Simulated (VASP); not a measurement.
Set up this calculation in VASP 6.6.1, as the native input.

* Task: single point
* Functional: PBE
* Potentials or basis: VASP PAW PBE potentials, release 64 (Hf_pv, Ge_d, W_sv)
* Cutoff: 520 eV
* k mesh: 4 × 4 × 4
* Occupations: gaussian, width 0.1 eV
* Spin: no spin polarisation
* Dipole correction: no
* Further INCAR settings: ALGO = Normal; EDIFF = 1e-06; NBANDS = 37

The structure of Hf3GeW lies in POSCAR:

```
Hf3GeW
1.0
    4.5353933100      0.0000000000      0.0000000000
    0.0000000000      4.5353933100      0.0000000000
    0.0000000000      0.0000000000      4.5353933100
Hf Ge W
3 1 1
Direct
    0.5000000000      0.5000000000      0.0000000000
    0.0000000000      0.5000000000      0.5000000000
    0.5000000000      0.0000000000      0.5000000000
    0.5000000000      0.5000000000      0.5000000000
    0.0000000000      0.0000000000      0.0000000000
```

The cell was generated, and may not be a known phase.

One way to write it, as run:

INCAR

```
SYSTEM = Hf3GeW
ALGO = Normal
EDIFF = 1E-6
ENCUT = 520
GGA = PE
ISIF = 2
ISMEAR = 0
LASPH = .True.
LCHARG = .False.
LREAL = .False.
LWAVE = .False.
NBANDS = 37
NELM = 60
PREC = Accurate
SIGMA = 0.1
```

KPOINTS

```
k-points
0
Gamma
  4 4 4
  0 0 0
```

Potentials or basis: VASP PAW PBE potentials, release 64 (Hf_pv, Ge_d, W_sv).

The run is started by

```console
$ cat potpaw_PBE.64/Hf_pv/POTCAR potpaw_PBE.64/Ge_d/POTCAR potpaw_PBE.64/W_sv/POTCAR > POTCAR
$ mpirun -np 1 vasp_std > vasp.out
```

Results of the run:

* Pressure: 37.0 GPa
* Band gap on the k mesh: zero (bands 29 and 30 overlap by 0.85 eV)

Caveat: the cell stands under pressure; spin-orbit coupling is left out, which moves the levels of the heavy elements.

It took 98 s on 1 thread of Intel Xeon 8259CL, on a shared host, peak memory 0.19 GiB.
